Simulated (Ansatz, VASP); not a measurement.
# ZrC in VASP and in Ansatz

INCAR

```
SYSTEM = ZrC
PREC = Accurate
ENCUT = 520
EDIFF = 1E-7
ISMEAR = -1
SIGMA = 0.05
LREAL = .False.
LASPH = .True.
NELM = 60
ALGO = Normal
ISIF = 2
LWAVE = .False.
LCHARG = .False.
GGA = PS
NBANDS = 15
```

File KPOINTS:

```
regular mesh
0
Gamma
  15 15 15
  0 0 0
```

Contents of POSCAR:

```
ZrC
1.0
    0.0000000000      2.3502100000      2.3737121000
    2.3502100000      0.0000000000      2.3737121000
    2.3502100000      2.3502100000      0.0000000000
Zr C
1 1
Direct
    0.5000000000      0.5000000000      0.5000000000
    0.0000000000      0.0000000000      0.0000000000
```

Input for Ansatz:

```yaml
crystal:
  lattice:
    - [0.0, 2.35021, 2.3737121]
    - [2.35021, 0.0, 2.3737121]
    - [2.35021, 2.35021, 0.0]
  atoms:
    - { symbol: Zr, position: [0.5, 0.5, 0.5] }
    - { symbol: C, position: [0.0, 0.0, 0.0] }
kpoints:
  mp_grid: { grid: [15, 15, 15] }
  band_path:
    path:
      - [0.0, 0.0, 0.0]
      - [0.0, 0.5, 0.5]
      - [0.25, 0.75, 0.5]
      - [0.0, 0.5, 0.0]
      - [0.0, 0.0, 0.0]
      - [0.5, 0.5, 0.0]
      - [0.3725370062, 0.6274629938, 0.0]
      - [-0.3725370062, 0.3725370062, 0.0]
      - [0.0, 0.0, 0.0]
    npoints: 5
scf:
  occupations: { method: fermi_dirac, width: 0.05 }
hamiltonian:
  xc: pbesol
  pseudopotentials: { kind: all_electron, lapw: { basis_error: 0.00025 } }
output:
  forces: true
  stress: true
  eigenvalues: true
```

Change from the starting cell: zz strain of +1 %.

Alike in both runs: task single point; functional PBEsol; k mesh 15 × 15 × 15; occupations fermi-dirac, width 0.05 eV; no spin polarisation.

|  | VASP | Ansatz |
| --- | --- | --- |
| version | VASP 6.6.1 | Ansatz 0.2.0 |
| potentials or method | VASP PAW PBE potentials, release 64 (Zr_sv, C), cutoff 520 eV | all-electron LAPW, scalar-relativistic |

```tsv
	VASP	Ansatz	Ansatz less VASP
pressure (GPa)	-6.3	-6.6	-0.29
traceless stress, the component that is largest in VASP (GPa)	-2.23	-2.21	+0.020
```

VASP's potentials were made for PBE, not for PBEsol. Ansatz ran all-electron here, and VASP with PAW potentials.
